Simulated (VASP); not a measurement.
## SiC: single point with PBE

The system is SiC.

```xyz
4
Lattice="3.1676 0.0000 0.0000 -1.5838 2.7432 0.0000 0.0000 0.0000 5.1996" Properties=species:S:1:pos:R:3 pbc="T T T"
Si    0.0000    1.8288   -0.0026
Si    1.5838    0.9144    2.5972
C     0.0000    1.8288    1.9524
C     1.5838    0.9144    4.5522
```

This cell differs from its parent crystal: strain +3.0%.

* Program: VASP 6.6.1
* Task: single point
* Functional: PBE
* Potentials or basis: VASP PAW PBE potentials, release 64 (Si, C)
* Cutoff: 520 eV
* k mesh: 12 × 12 × 6
* Occupations: fermi-dirac, width 0.02 eV
* Spin: no spin polarisation
* Dipole correction: no
* Further INCAR settings: ALGO = Normal; EDIFF = 1e-07; NBANDS = 16

```json
{
  "Pressure": "-13.5 GPa",
  "Band gap on the k mesh": "2.43 eV (least direct gap 3.80 eV)"
}
```

Stress tensor (GPa, compression positive):
```
-13.52   0.00   0.00
  0.00 -13.52   0.00
  0.00   0.00 -13.33
```

Levels at points of the mesh, in eV from the valence-band top:
| k point | band 6 | band 7 | band 8 | band 9 | band 10 | band 11 |
| --- | --- | --- | --- | --- | --- | --- |
| (0.00, 0.00, 0.00) | -0.10 | 0.00 | 0.00 | 4.09 | 5.26 | 6.17 |
| (0.50, 0.00, 0.00) | -3.14 | -3.03 | -1.16 | 2.64 | 4.13 | 6.20 |
| (0.00, 0.00, 0.50) | -0.69 | -0.69 | -0.69 | 5.15 | 5.15 | 6.89 |
| (0.50, 0.00, 0.50) | -2.32 | -2.23 | -2.23 | 3.09 | 3.09 | 4.90 |

Run time: 51 s on 1 thread of Intel Xeon 8259CL, with other jobs on the host, peak memory 0.18 GiB.

Caveat: the cell differs from its parent crystal (strain +3.0%); the cell stands under tension. A k mesh can miss the band edges.
